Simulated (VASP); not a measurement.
Al: single point with PBE+D3(BJ)

The system is Al, a slab with vacuum.

```xyz
16
Lattice="5.6324 0.0000 0.0000 -2.8162 4.8778 0.0000 0.0000 0.0000 23.8983" Properties=species:S:1:pos:R:3 pbc="T T T"
Al    1.4081    0.8130    8.5000
Al    0.0000    3.2519    8.5000
Al    4.2243    0.8130    8.5000
Al    2.8162    3.2519    8.5000
Al    2.8162    1.6259   10.7994
Al    1.4081    4.0649   10.7994
Al    0.0000    1.6259   10.7994
Al   -1.4081    4.0649   10.7994
Al   -1.4081    2.4389   13.0855
Al    0.0000    0.0000   13.0855
Al    1.4081    2.4389   13.0855
Al    2.8162    0.0000   13.0855
Al    0.0000    3.2519   15.4152
Al    1.4081    0.8130   15.4152
Al    2.8162    3.2519   15.4152
Al    4.2243    0.8130   15.4152
```

```yaml
Program: VASP 6.6.1
Task: single point
Functional: PBE
Dispersion: D3(BJ)
Potentials_or_basis: VASP PAW PBE potentials, release 64 (Al)
Cutoff: 520 eV
k_mesh: 6 × 6 × 1
Occupations: gaussian, width 0.1 eV
Spin: no spin polarisation
```

```json
{"Largest force": "0.098 eV/Å", "Band gap on the k mesh": "zero (band 24 reaches 1.36 eV, above the bottom of band 25 at 0.17 eV)", "Dispersion energy per atom": "-0.264 eV"}
```

Forces in eV/Å, atoms in the order of the input:
```
Al   0.000  0.000 -0.098
Al   0.000  0.000 -0.098
Al   0.000  0.000 -0.098
Al   0.000  0.000 -0.098
Al   0.000  0.000  0.097
Al   0.000  0.000  0.097
Al   0.000  0.000  0.097
Al   0.000  0.000  0.097
Al   0.000  0.000 -0.001
Al   0.000  0.000 -0.001
Al   0.000  0.000 -0.001
Al   0.000  0.000 -0.001
Al   0.000  0.000  0.001
Al   0.000  0.000  0.001
Al   0.000  0.000  0.001
Al   0.000  0.000  0.001
```

Levels at points of the mesh, in eV from the Fermi level:
```csv
k point,band 21,band 22,band 23,band 24,band 25,band 26
"(0.00, 0.00, 0.00)",-1.92,-1.92,-1.92,-0.55,0.00,0.00
"(0.50, 0.00, 0.00)",-0.46,-0.46,0.39,0.39,0.67,0.67
```

Run time: 3.8 min on 1 thread of Intel(R) Xeon(R) 6975P-C (Granite Rapids), on a shared host, peak memory 0.63 GiB.
